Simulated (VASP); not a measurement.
# Ti (P6_3/mmc) in VASP: a series of runs, part 2 of 2

VASP 6.6.1.

### Step 4. Single point, r2SCAN+D4

This run uses another cell than the first one, of 17.28 Å³/atom, 1.043 times its volume.

Input file POSCAR:

```
Ti
1.0
    2.9302007457      0.0000000000      0.0000000000
   -1.4651003729      2.5376282840      0.0000000000
    0.0000000000      0.0000000000      4.6485896576
Ti
2
Direct
    0.6666666667      0.3333333333      0.7500000000
    0.3333333333      0.6666666667      0.2500000000
```

Input file INCAR.step1:

```
SYSTEM = Ti
ALGO     = Normal         ! electronic algorithm
EDIFF    = 1E-4           ! SCF threshold, eV
ENCUT    = 520            ! plane-wave cutoff, eV
GGA      = PE             ! functional
ISMEAR   = -1             ! smearing method
LASPH    = .True.         ! aspherical terms in the spheres
LCHARG   = .False.        ! write CHGCAR
LREAL    = .False.        ! projectors in reciprocal space
LWAVE    = .True.         ! write WAVECAR
NBANDS   = 19             ! bands
NELM     = 60             ! most SCF steps
PREC     = Accurate       ! precision mode
SIGMA    = 0.05           ! smearing width, eV
```

Input file INCAR.step2:

```
SYSTEM = Ti
ALGO     = Normal         ! electronic algorithm
EDIFF    = 1E-7           ! SCF threshold, eV
ENCUT    = 520            ! plane-wave cutoff, eV
ISIF     = 2              ! what is computed and relaxed
ISMEAR   = -1             ! smearing method
ISTART   = 1            
IVDW     = 13             ! dispersion correction
LASPH    = .True.         ! aspherical terms in the spheres
LCHARG   = .False.        ! write CHGCAR
LMIXTAU  = .True.       
LREAL    = .False.        ! projectors in reciprocal space
LWAVE    = .False.        ! write WAVECAR
METAGGA  = R2SCAN         ! meta-GGA
NBANDS   = 19             ! bands
NELM     = 60             ! most SCF steps
PREC     = Accurate       ! precision mode
SIGMA    = 0.05           ! smearing width, eV
VDW_A1   = 0.51559235   
VDW_A2   = 5.77342911   
VDW_S6   = 1.0          
VDW_S8   = 0.6018749
```

Input file KPOINTS:

```
k-points
0
Gamma
  10 10 6
  0 0 0
```

Started as:

```console
$ cat potpaw_PBE.64/Ti_sv/POTCAR > POTCAR
$ cp INCAR.step1 INCAR
$ mpirun -np 1 vasp_std > vasp.out
$ cp INCAR.step2 INCAR
$ mpirun -np 1 vasp_std > vasp.out
```

Run time: 1.8 min. Hardware: 1 thread of AMD EPYC 9R45 (Zen 5), shared host; peak memory 0.14 GiB.

The run converged. Its results:

| Property | Result |
| --- | --- |
| Free energy | -26.0420 eV |
| Pressure | 0.0 GPa |
| Band gap on the k mesh | zero (band 12 reaches 9.32 eV, above the bottom of band 13 at 8.11 eV) |
| Dispersion energy per atom | -0.068 eV |

Stress tensor (GPa, compression positive):
```
 0.22  0.00  0.00
 0.00  0.22  0.00
 0.00  0.00 -0.42
```

Levels at points of the mesh, in eV from the Fermi level:
| k point | band 8 | band 9 | band 10 | band 11 | band 12 | band 13 | band 14 | band 15 | band 16 | band 17 |
| --- | --- | --- | --- | --- | --- | --- | --- | --- | --- | --- |
| (0.00, 0.00, 0.00) | -34.00 | -6.62 | -2.87 | 0.57 | 0.88 | 0.88 | 0.97 | 1.41 | 1.41 | 1.86 |
| (0.50, 0.00, 0.00) | -34.08 | -2.51 | -2.28 | -1.94 | -0.82 | 0.64 | 0.71 | 1.28 | 3.58 | 3.81 |
| (0.00, 0.00, 0.50) | -34.05 | -4.68 | -4.68 | 0.07 | 0.07 | 0.80 | 0.80 | 0.80 | 0.80 | 3.06 |
| (0.50, 0.00, 0.50) | -34.17 | -2.68 | -2.68 | -0.87 | -0.87 | 1.27 | 1.27 | 1.94 | 1.94 | 3.72 |

Caveat: the PAW data sets were made with another functional, which shifts forces and pressure a little; pairwise dispersion overbinds metals, which lowers pressure and volume.

### Step 5. Single point, PBE

This run uses another cell than the first one, of 14.34 Å³/atom, 0.865 times its volume.

Input file INCAR:

```
SYSTEM = Ti
ALGO = Normal
EDIFF = 1E-6
ENCUT = 520
GGA = PE
ISIF = 2
ISMEAR = -1
LASPH = .TRUE.
LCHARG = .FALSE.
LREAL = .FALSE.
LWAVE = .FALSE.
NBANDS = 19
NELM = 60
PREC = Accurate
SIGMA = 0.05
```

Input file KPOINTS:

```
k-points
0
G
  10 10 6
  0 0 0
```

Input file POSCAR:

```
Ti
1.0
    2.7522813455      0.0000000000      0.0000000000
   -1.3761406728      2.3835455636      0.0000000000
    0.0000000000      0.0000000000      4.3706317978
Ti
2
Direct
    0.6666666667      0.3333333333      0.7500000000
    0.3333333333      0.6666666667      0.2500000000
```

Potentials or basis: VASP PAW PBE potentials, release 64 (Ti_sv).

Started as:

```console
$ cat potpaw_PBE.64/Ti_sv/POTCAR > POTCAR
$ mpirun -np 1 vasp_std > vasp.out
```

OUTCAR:

```text
SYSTEM = Ti
   EDIFF = 1E-6
   ENCUT = 520
   GGA = PE
   ISIF = 2
   ISMEAR = -1
   LASPH = .TRUE.
   LREAL = .FALSE.
   NELM = 60
   PREC = Accurate

 ion  position               nearest neighbor table
   1  0.667  0.333  0.750-   2 2.70   2 2.70   2 2.70   2 2.70   2 2.70   2 2.70
   2  0.333  0.667  0.250-   1 2.70   1 2.70   1 2.70   1 2.70   1 2.70   1 2.70

  LATTYP: Found a hexagonal cell.
 ALAT       =     2.7522813455
 C/A-ratio  =     1.5880032777

  Lattice vectors:

 A1 = (   2.7522813455,   0.0000000000,   0.0000000000)
 A2 = (  -1.3761406728,   2.3835455636,   0.0000000000)
 A3 = (   0.0000000000,   0.0000000000,   4.3706317978)

Analysis of symmetry for initial positions (statically):
=====================================================================
 Subroutine PRICEL returns:
 Original cell was already a primitive cell.

 Routine SETGRP: Setting up the symmetry group for a
 hexagonal supercell.

 Subroutine GETGRP returns: Found 24 space group operations
 (whereof 12 operations were pure point group operations)
 out of a pool of 24 trial point group operations.

The static configuration has the point symmetry D_3d.
 The point group associated with its full space group is D_6h.

Analysis of symmetry for dynamics (positions and initial velocities):
=====================================================================
 Subroutine PRICEL returns:
 Original cell was already a primitive cell.

 Routine SETGRP: Setting up the symmetry group for a
 hexagonal supercell.

 Subroutine GETGRP returns: Found 24 space group operations
 (whereof 12 operations were pure point group operations)
 out of a pool of 24 trial point group operations.

The dynamic configuration has the point symmetry D_3d.
 The point group associated with its full space group is D_6h.

 Subroutine INISYM returns: Found 24 space group operations
 (whereof 12 operations are pure point group operations),
[... 104 lines left out ...]
   POTIM  = 0.5000    time-step for ionic-motion
   TEBEG  =    0.0;   TEEND  =   0.0 temperature during run
   PSTRESS=    0.0 pullay stress
   NELECT =      24.0000    total number of electrons
   NUPDOWN=      -1.0000    fix difference up-down
   EMIN   =  10.00;   EMAX   =-10.00  energy-range for DOS
   EFERMI =   0.00;   METHOD = LEGACY
   ISMEAR =    -1;   SIGMA  =   0.05  broadening in eV -4-tet -1-fermi 0-gaus
   EFERMI_NEDOS =   21; number of points for ismear=-14 and -15
   IALGO  =     38    algorithm
   IMIX   =      4    mixing-type and parameters
     AMIX     =   0.40;   BMIX     =  1.00
     AMIX_MAG =   1.60;   BMIX_MAG =  1.00
  volume/ion in A,a.u.               =      14.34        96.74
  Fermi-wavevector in a.u.,A,eV,Ry     =   1.542855  2.915573 32.387324  2.380401
  Thomas-Fermi vector in A             =   2.648600
   LORBIT       =      0    0 simple, 1 ext, 2 COOP (PROOUT), +10 PAW based schemes
   GGA     = PE    functional components
   LHFCALC =     F    Hartree Fock is set to
   AEXX    =    0.0000 exact exchange contribution
   IVDW    =     0    specifies the selected vdW correction
   LEPSILON=     F    determine dielectric tensor
   LRPA    =     F    only Hartree local field effects (RPA)
 non-spin polarized calculation
  energy-cutoff  :      520.00
  volume of cell :       28.67
 maximum number of plane-waves:       788
   NGX = 11   NGY = 11   NGZ = 17

 number of electron      24.0000001 magnetization

 Free energy of the ion-electron system (eV)
  ---------------------------------------------------
  ext. energy  EPLUGINS =         0.00000000
  ---------------------------------------------------
  free energy    TOTEN  =       -15.19679510 eV

  energy without entropy =      -15.18217642  energy(sigma->0) =      -15.18948576

 E-fermi :  10.5309     XC(G=0): -12.4326

 val. band max:       10.5117299501   @ k =   0.3000   0.2000   0.3333
 cond. band min:      10.5326270697   @ k =   0.2000   0.2000   0.5000
 fundamental gap:      0.0208971196
 Fermi energy:        10.5308649980

 k-point     1 :       0.0000    0.0000    0.0000
  band No.  band energies     occupation
      1     -46.0530      2.00000
      2     -45.7647      2.00000
      3     -22.9064      2.00000
      4     -21.7641      2.00000
      5     -21.7641      2.00000
      6     -21.6216      2.00000
[... 505 lines left out ...]
      6     -22.0356      2.00000
[... 11 lines left out ...]
     18      14.8544      0.00000
     19      15.8311      0.00000

 [... further k-points ...]
[... 5 lines left out ...]
  --------------------------------------------------------------------------------------
  -------------------------------------------------------------------------------------
  Total        5.2348153      5.2348153      5.2369030     -0.0000000     -0.0000000      0.0000000
  in kB      292.5172222    292.5172222    292.6338819     -0.0000000     -0.0000000      0.0000000
  external PRESSURE =     292.5561088 kB  Pullay stress =       0.0000000 kB

 VOLUME and BASIS-vectors are now :
 -----------------------------------------------------------------------------
  energy-cutoff  :      520.00
  volume of cell :       28.67
      direct lattice vectors                 reciprocal lattice vectors
     2.752281346  0.000000000  0.000000000     0.363334948  0.209771530  0.000000000
    -1.376140673  2.383545564  0.000000000     0.000000000  0.419543060  0.000000000
     0.000000000  0.000000000  4.370631798     0.000000000  0.000000000  0.228799873

 POSITION                                       TOTAL-FORCE (eV/Angst)
 -----------------------------------------------------------------------------------
      1.37614      0.79452      3.27797        -0.000000      0.000000      0.000000
     -0.00000      1.58903      1.09266         0.000000     -0.000000      0.000000
 -----------------------------------------------------------------------------------
    total drift:                               -0.000000      0.000000     -0.000000

  FREE ENERGIE OF THE ION-ELECTRON SYSTEM (eV)
  ---------------------------------------------------
  free  energy   TOTEN  =       -15.1967950978 eV

  energy  without entropy=      -15.1821764156  energy(sigma->0) =      -15.18948576
```

OSZICAR:

```text
N       E                     dE             d eps       ncg     rms          rms(c)
DAV:   1     0.265798875236E+03    0.26580E+03   -0.12919E+04  2128   0.164E+03
DAV:   2     0.141153165768E+02   -0.25168E+03   -0.24712E+03  2203   0.446E+02
DAV:   3    -0.155465969029E+02   -0.29662E+02   -0.29164E+02  3917   0.127E+02
DAV:   4    -0.165552225066E+02   -0.10086E+01   -0.10064E+01  2377   0.246E+01
DAV:   5    -0.165930268710E+02   -0.37804E-01   -0.37801E-01  3100   0.368E+00    0.147E+01
DAV:   6    -0.151478735643E+02    0.14452E+01   -0.47861E+00  2587   0.239E+01    0.456E+00
DAV:   7    -0.151565986987E+02   -0.87251E-02   -0.72335E-01  3189   0.692E+00    0.229E+00
DAV:   8    -0.152049867327E+02   -0.48388E-01   -0.28807E-01  2268   0.584E+00    0.995E-01
DAV:   9    -0.151962362636E+02    0.87505E-02   -0.54178E-02  2404   0.263E+00    0.118E-01
DAV:  10    -0.151968262149E+02   -0.58995E-03   -0.36275E-03  2672   0.408E-01    0.713E-02
DAV:  11    -0.151967996488E+02    0.26566E-04   -0.24113E-04  2983   0.111E-01    0.246E-02
DAV:  12    -0.151967959135E+02    0.37353E-05   -0.15757E-05  2957   0.407E-02    0.335E-03
DAV:  13    -0.151967941800E+02    0.17336E-05   -0.16451E-06  1444   0.165E-02    0.177E-03
DAV:  14    -0.151967950978E+02   -0.91785E-06   -0.21519E-07  1079   0.501E-03
   1 F= -.15196795E+02 E0= -.15189486E+02  d E =-.146187E-01
```

stdout:

```text
POSCAR found type information on POSCAR Ti
 POSCAR found :  1 types and       2 ions
 scaLAPACK will be used
 LDA part: xc-table for (Slater+PW92), standard interpolation
 POSCAR, INCAR and KPOINTS ok, starting setup
 FFT: planning ... GRIDC
 FFT: planning ... GRID_SOFT
 FFT: planning ... GRID
 WAVECAR not read
 entering main loop
```

Wall time 25 s (1 thread of Intel Xeon Platinum 8259CL at 2.50GHz (Skylake/Cascade Lake), shared host); peak memory 0.15 GiB.

Results:

- Free energy: -15.1968 eV
- Pressure: 29.3 GPa
- Band gap on the k mesh: zero (band 12 reaches 11.39 eV, above the bottom of band 13 at 10.33 eV)

Levels at points of the mesh, in eV from the Fermi level:
```
           k point  band 10  band 11  band 12  band 13  band 14  band 15
(0.00, 0.00, 0.00)    -3.21     0.86     0.86     1.00     1.43     1.51
(0.50, 0.00, 0.00)    -2.60    -2.41    -0.32     0.50     0.81     1.47
(0.00, 0.00, 0.50)    -4.48     0.07     0.07     0.75     0.75     0.75
(0.50, 0.00, 0.50)    -3.11    -1.10    -1.10     1.98     1.98     2.12
```

### Step 6. Summary

```tsv
level	cell	gap on the mesh (eV)	pressure (GPa)
r2SCAN+D4	a = 2.890, b = 2.890, c = 4.584 Å, angles 90.0, 90.0, 120.0°, 2 atoms	none	5.3
r2SCAN+D4	a = 2.910, b = 2.910, c = 4.617 Å, angles 90.0, 90.0, 120.0°, 2 atoms	none	2.5
r2SCAN+D4	a = 2.930, b = 2.930, c = 4.649 Å, angles 90.0, 90.0, 120.0°, 2 atoms	none	0.0
PBE	a = 2.752, b = 2.752, c = 4.371 Å, angles 90.0, 90.0, 120.0°, 2 atoms	none	29.3
```

Alike in all rows: task single point; potentials or basis VASP PAW PBE potentials, release 64 (Ti_sv); no spin polarisation; k mesh 10 × 10 × 6; cutoff (eV) 520; smearing fermi-dirac 0.05 eV.

Caveats: the PAW data sets were made with another functional, which shifts forces and pressure a little (some runs); pairwise dispersion overbinds metals, which lowers pressure and volume (some runs).

Absolute energies hang on the potentials; compare differences alone.
